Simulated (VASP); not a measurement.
# As3P in VASP: density of states with LDA

Aim: the density of states of As3P with LDA.

All numbers are computed with VASP 6.6.1; they aren't measurements. Logs are shortened: lines on timing, memory, paths and dates and some standing lists are left out, and cuts for length are marked.

**1. The cell of the first run**

The cell holds a sheet with vacuum, 4 atoms: a = 3.495 Å, b = 3.495 Å, c = 36.987 Å, α = 90.00°, β = 90.00°, γ = 120.00°.

**2. Density of states, LDA**

POSCAR

```
As3P
1.0
    3.4951579406     -0.0000001355      0.0000000000
   -1.7475788529      3.0268956346      0.0000000000
    0.0000000000      0.0000000000     36.9868763465
P As
1 3
Direct
    0.0000000000      0.0000000000      0.1813955819
    0.3333333333      0.6666666667      0.2167327611
    0.3333333333      0.6666666667      0.3216736034
    0.0000000000      0.0000000000      0.3600537306
```

INCAR.step1

```
  PREC = Accurate
  ENCUT = 520
  EDIFF = 1E-6
  ISMEAR = 0
  SIGMA = 0.02
  LREAL = False
  LASPH = True
  NELM = 100
  ALGO = Normal
  ISIF = 2
  LWAVE = False
  LCHARG = True
  LDIPOL = True
  IDIPOL = 3
  DIPOL = 0.5 0.5 0.270
  GGA = CA
  NBANDS = 18
```

KPOINTS.step1

```
Automatic mesh
0
Gamma
  12 12 1
```

INCAR.step2

```
  PREC = Accurate
  ENCUT = 520
  EDIFF = 1E-6
  ISMEAR = -5
  SIGMA = 0.02
  LREAL = False
  LASPH = True
  NELM = 100
  ALGO = Normal
  ISIF = 2
  LWAVE = False
  LCHARG = False
  LDIPOL = True
  IDIPOL = 3
  DIPOL = 0.5 0.5 0.270
  GGA = CA
  LORBIT = 11
  NEDOS = 1001
  ICHARG = 11
```

KPOINTS.step2

```
Automatic mesh
0
Gamma
  18 18 1
```

Potentials or basis: VASP PAW LDA potentials, release 64 (P, As).

On the command line:

```sh
cat potpaw_LDA.64/P/POTCAR potpaw_LDA.64/As/POTCAR > POTCAR
cp INCAR.step1 INCAR
cp KPOINTS.step1 KPOINTS
mpirun -np 1 vasp_std > vasp.out
cp INCAR.step2 INCAR
cp KPOINTS.step2 KPOINTS
mpirun -np 1 vasp_std > vasp.out
```

OUTCAR:

```text
PREC = Accurate
   ENCUT = 520
   EDIFF = 1E-6
   ISMEAR = -5
   LREAL = False
   LASPH = True
   NELM = 100
   ISIF = 2
   GGA = CA
   LORBIT = 11
   ICHARG = 11

 ion  position               nearest neighbor table
   1  0.000  0.000  0.181-   2 2.40   2 2.40   2 2.40
   2  0.333  0.667  0.217-   1 2.40   1 2.40   1 2.40
   3  0.333  0.667  0.322-   4 2.47   4 2.47   4 2.47
   4  0.000  0.000  0.360-   3 2.47   3 2.47   3 2.47

  LATTYP: Found a hexagonal cell.
 ALAT       =     3.4951579406
 C/A-ratio  =    10.5823190182

  Lattice vectors:

 A1 = (   3.4951579406,  -0.0000001355,   0.0000000000)
 A2 = (  -1.7475788529,   3.0268956346,   0.0000000000)
 A3 = (   0.0000000000,   0.0000000000,  36.9868763465)

Analysis of symmetry for initial positions (statically):
=====================================================================
 Subroutine PRICEL returns:
 Original cell was already a primitive cell.

 Routine SETGRP: Setting up the symmetry group for a
 hexagonal supercell.

 Subroutine GETGRP returns: Found  6 space group operations
 (whereof  6 operations were pure point group operations)
 out of a pool of 24 trial point group operations.

The static configuration has the point symmetry C_3v.

Analysis of symmetry for dynamics (positions and initial velocities):
=====================================================================
 Subroutine PRICEL returns:
 Original cell was already a primitive cell.

 Routine SETGRP: Setting up the symmetry group for a
 hexagonal supercell.

 Subroutine GETGRP returns: Found  6 space group operations
 (whereof  6 operations were pure point group operations)
 out of a pool of 24 trial point group operations.

The dynamic configuration has the point symmetry C_3v.

 Subroutine INISYM returns: Found  6 space group operations
 (whereof  6 operations are pure point group operations),
 and found     1 'primitive' translations

----------------------------------------------------------------------------------------

                                     Primitive cell

  volume of cell :     391.3018

  direct lattice vectors                    reciprocal lattice vectors
     3.495157941 -0.000000135  0.000000000     0.286110110  0.165185734  0.000000000
    -1.747578853  3.026895635  0.000000000     0.000000013  0.330371490  0.000000000
     0.000000000  0.000000000 36.986876346     0.000000000  0.000000000  0.027036617

  length of vectors
     3.495157941  3.495157941 36.986876346     0.330371490  0.330371490  0.027036617

  position of ions in fractional coordinates (direct lattice)
     0.000000000  0.000000000  0.181395582
     0.333333333  0.666666667  0.216732761
     0.333333333  0.666666667  0.321673603
     0.000000000  0.000000000  0.360053731

  ion indices of the primitive-cell ions
   primitive index   ion index
                 1           1
                 2           2
                 3           3
                 4           4

----------------------------------------------------------------------------------------

 KPOINTS: Automatic mesh

Automatic generation of k-mesh.
 Grid dimensions read from file:
 generate k-points for:   18   18    1

 Generating k-lattice:

  Cartesian coordinates                     Fractional coordinates (reciprocal lattice)
     0.015895006  0.009176985  0.000000000     0.055555556 -0.000000000  0.000000000
     0.000000001  0.018353972  0.000000000     0.000000000  0.055555556  0.000000000
     0.000000000  0.000000000  0.027036617     0.000000000  0.000000000  1.000000000

  Length of vectors
     0.018353972  0.018353972  0.027036617

  Shift w.r.t. Gamma in fractional coordinates (k-lattice)
     0.000000000  0.000000000  0.000000000

 TETIRR: Found    169 inequivalent tetrahedra from     1944

 Subroutine IBZKPT returns following result:
 ===========================================

 Found     37 irreducible k-points:

 Following reciprocal coordinates:
            Coordinates               Weight
  0.000000  0.000000  0.000000      1.000000
  0.055556  0.000000  0.000000      6.000000
  0.111111  0.000000  0.000000      6.000000
  0.166667  0.000000  0.000000      6.000000
  0.222222  0.000000  0.000000      6.000000
  0.277778  0.000000  0.000000      6.000000
[... 16 lines left out ...]
  0.333333  0.111111  0.000000     12.000000
  0.388889  0.111111  0.000000     12.000000
 [... further k-points ...]
   k-points           NKPTS =     37   k-points in BZ     NKDIM =     37   number of bands    NBANDS=     14
   number of dos      NEDOS =   1001   number of ions     NIONS =      4
   total plane-waves  NPLWV = 219520
   dimension x,y,z NGX =    28 NGY =   28 NGZ =  280
   dimension x,y,z NGXF=    56 NGYF=   56 NGZF=  560
   ions per type =               1   3
   NGX,Y,Z   is equivalent  to a cutoff of  13.32, 13.32, 12.59 a.u.
   NGXF,Y,Z  is equivalent  to a cutoff of  26.64, 26.64, 25.17 a.u.
 SYSTEM =  unknown system
   PREC   = accura    normal or accurate (medium, high low for compatibility)
   ISTART =      0    job   : 0-new  1-cont  2-samecut
   ICHARG =     11    charge: 1-file 2-atom 10-const
   ISPIN  =      1    spin polarized calculation?
   LNONCOLLINEAR =      F non collinear calculations
   LSORBIT =      F    spin-orbit coupling
   LASPH  =      T    aspherical Exc in radial PAW
   ENCUT  =  520.0 eV  38.22 Ry    6.18 a.u.   6.50  6.50 68.77*2*pi/ulx,y,z
   NELM   =    100;   NELMIN=  2; NELMDL=  0     # of ELM steps
   EDIFF  = 0.1E-05   stopping-criterion for ELM
   LREAL  =      F    real-space projection
   EDIFFG = 0.1E-04   stopping-criterion for IOM
   NSW    =      0    number of steps for IOM
   IBRION =     -1    ionic relax: 0-MD 1-quasi-New 2-CG
   NFREE  =      0    steps in history (QN), initial steepest desc. (CG)
   ISIF   =      2    stress and relaxation
   ISYM   =      2    0-nonsym 1-usesym 2-fastsym
   POTIM  = 0.5000    time-step for ionic-motion
   TEBEG  =    0.0;   TEEND  =   0.0 temperature during run
   PSTRESS=    0.0 pullay stress
   NELECT =      20.0000    total number of electrons
   NUPDOWN=      -1.0000    fix difference up-down
   EMIN   =  10.00;   EMAX   =-10.00  energy-range for DOS
   EFERMI =   0.00;   METHOD = LEGACY
   ISMEAR =    -5;   SIGMA  =   0.02  broadening in eV -4-tet -1-fermi 0-gaus
   EFERMI_NEDOS =   21; number of points for ismear=-14 and -15
   IALGO  =     38    algorithm
   IMIX   =      4    mixing-type and parameters
     AMIX     =   0.40;   BMIX     =  1.00
     AMIX_MAG =   1.60;   BMIX_MAG =  1.00
  volume/ion in A,a.u.               =      97.83       660.16
  Fermi-wavevector in a.u.,A,eV,Ry     =   0.607548  1.148100  5.022115  0.369115
  Thomas-Fermi vector in A             =   1.662051
   LORBIT       =     11    0 simple, 1 ext, 2 COOP (PROOUT), +10 PAW based schemes
   GGA     = CA    functional components
   LHFCALC =     F    Hartree Fock is set to
   AEXX    =    0.0000 exact exchange contribution
   IVDW    =     0    specifies the selected vdW correction
   LEPSILON=     F    determine dielectric tensor
   LRPA    =     F    only Hartree local field effects (RPA)
 non-spin polarized calculation
 Fermi weights with tetrahedron method with Bloechl corrections
  energy-cutoff  :      520.00
  volume of cell :      391.30
 maximum number of plane-waves:     10661
 NGX is ok and might be reduce to    28

 number of electron      20.0000001 magnetization

 dipolmoment           0.000000      0.000000     -0.025278 electrons x Angstroem

 Free energy of the ion-electron system (eV)
  ---------------------------------------------------
  ext. energy  EPLUGINS =         0.00000000
  ---------------------------------------------------
  free energy    TOTEN  =       -21.50014239 eV

  energy without entropy =      -21.50014239  energy(sigma->0) =      -21.50014239

 E-fermi :  -3.2150     XC(G=0):  -2.7016

 val. band max:       -3.2156814627   @ k =   0.0000   0.0000   0.0000
 cond. band min:      -2.2940441449   @ k =   0.3333   0.0000   0.0000
 fundamental gap:      0.9216373178
 Fermi energy:        -3.2150471795

 k-point     1 :       0.0000    0.0000    0.0000
  band No.  band energies     occupation
      1     -17.4390      2.00000
      2     -17.3031      2.00000
      3     -11.0040      2.00000
      4     -10.3188      2.00000
      5      -4.7905      2.00000
      6      -3.9324      2.00000
      7      -3.9324      2.00000
      8      -3.6861      2.00000
      9      -3.2157      2.00000
     10      -3.2157      2.00000
     11      -1.4950      0.00000
     12      -0.9468      0.00000
     13      -0.1952      0.00000
     14      -0.1839      0.00000

 k-point     2 :       0.0556    0.0000    0.0000
  band No.  band energies     occupation
      1     -17.3944      2.00000
      2     -17.2596      2.00000
      3     -10.9865      2.00000
      4     -10.3051      2.00000
      5      -4.7734      2.00000
      6      -4.3725      2.00000
      7      -4.0307      2.00000
      8      -3.7854      2.00000
      9      -3.6002      2.00000
     10      -3.3264      2.00000
[... 362 lines left out ...]
 k-point    24 :       0.3889    0.1111    0.0000
  band No.  band energies     occupation
      1     -14.8423      2.00000
      2     -14.7760      2.00000
      3     -12.5388      2.00000
      4     -12.3736      2.00000
      5      -7.3728      2.00000
      6      -7.1745      2.00000
      7      -6.3066      2.00000
      8      -5.9667      2.00000
      9      -5.1866      2.00000
     10      -4.7762      2.00000
     11      -1.3086      0.00000
     12      -0.8026      0.00000
     13      -0.4625      0.00000
     14      -0.0860      0.00000

 [... further k-points ...]

------------------------ aborting loop because EDIFF is reached ----------------------------------------

 vacuum level on the upper side and lower side of the slab       (xc-potential included)        -0.220         0.207

  FORCE on cell =-STRESS in cart. coord.  units (eV):
  Direction    XX          YY          ZZ          XY          YZ          ZX
  --------------------------------------------------------------------------------------
  -------------------------------------------------------------------------------------
  Total       -1.4334916     -1.4334916     -0.7078177     -0.0000000      0.0000000      0.0000000
  in kB       -5.8694019     -5.8694019     -2.8981449     -0.0000000      0.0000000      0.0000000
  external PRESSURE =      -4.8789829 kB  Pullay stress =       0.0000000 kB

 VOLUME and BASIS-vectors are now :
 -----------------------------------------------------------------------------
  energy-cutoff  :      520.00
  volume of cell :      391.30
      direct lattice vectors                 reciprocal lattice vectors
     3.495157941 -0.000000135  0.000000000     0.286110110  0.165185734  0.000000000
    -1.747578853  3.026895635  0.000000000     0.000000013  0.330371490  0.000000000
     0.000000000  0.000000000 36.986876346     0.000000000  0.000000000  0.027036617

 POSITION                                       TOTAL-FORCE (eV/Angst)
 -----------------------------------------------------------------------------------
      0.00000      0.00000      6.70926        -0.000000      0.000000      0.249347
      0.00000      2.01793      8.01627        -0.000000      0.000000     -0.260101
      0.00000      2.01793     11.89770         0.000000     -0.000000      0.304182
      0.00000      0.00000     13.31726         0.000000     -0.000000     -0.293428
 -----------------------------------------------------------------------------------
    total drift:                                0.000056     -0.000032      0.000496

  FREE ENERGIE OF THE ION-ELECTRON SYSTEM (eV)
  ---------------------------------------------------
  free  energy   TOTEN  =       -21.5001423910 eV

  energy  without entropy=      -21.5001423910  energy(sigma->0) =      -21.50014239

 vacuum level on the upper side and lower side of the slab         2.032         2.464

 total charge

# of ion       s       p       d       tot
------------------------------------------
    1        1.113   1.314   0.000   2.427
    2        1.296   1.386   0.052   2.734
    3        1.303   1.396   0.047   2.747
    4        1.301   1.399   0.047   2.747
--------------------------------------------------
tot          5.014   5.495   0.147  10.656
```

Wall time 4.6 min (1 thread of Intel Xeon Platinum 8375C at 2.90GHz (Ice Lake), shared host); peak memory 0.46 GiB.

Results:

| Property | Result |
| --- | --- |
| Valence electrons inside the program's atomic spheres | P 2.43; As 2.73, 2.75 |

Levels at points of the mesh, in eV from the valence-band top:
```tsv
k point	band 7	band 8	band 9	band 10	band 11	band 12	band 13	band 14
(0.00, 0.00, 0.00)	-0.72	-0.47	0.00	0.00	1.72	2.27	3.02	3.03
(0.50, 0.00, 0.00)	-2.62	-2.23	-2.08	-1.79	1.30	1.78	2.25	3.21
```
